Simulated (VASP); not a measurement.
Li: single point with PBE

Li:

```
Li
1.0
     3.11100   -0.04667    0.00000
    -1.59591    2.71754    0.00000
     0.00000    0.00000    5.09300
Li
2
Direct
  0.33333 0.66667 0.25000
  0.66667 0.33333 0.75000
```

This cell differs from its parent crystal: xy shear strain of -3 %.

```json
{
 "Program": "VASP 6.6.1",
 "Task": "single point",
 "Functional": "PBE",
 "Potentials or basis": "VASP PAW PBE potentials, release 64 (Li_sv)",
 "Cutoff": "520 eV",
 "k mesh": "15 × 15 × 8",
 "Occupations": "fermi-dirac, width 0.03 eV",
 "Spin": "no spin polarisation"
}
```

```
Largest force          : 0.009 eV/Å
Band gap on the k mesh : zero (bands 3 and 4 overlap by 4.51 eV)
```

Forces in eV/Å, atoms in the order of the input:
```
Li   0.009  0.001  0.000
Li  -0.009 -0.001  0.000
```

Levels at points of the mesh, in eV from the Fermi level:
```tsv
k point	band 1	band 2	band 3	band 4	band 5	band 6	band 7	band 8
(0.00, 0.00, 0.00)	-46.62	-46.61	-3.50	-0.01	2.73	11.81	12.24	13.14
(0.00, 0.00, 0.50)	-46.62	-46.62	-2.41	-2.41	7.65	7.65	12.69	12.69
```

It took 2.7 min on 1 thread of Intel Xeon 8259CL, on a shared host, peak memory 0.29 GiB.

Caveat: the cell differs from its parent crystal (xy shear strain of -3 %).
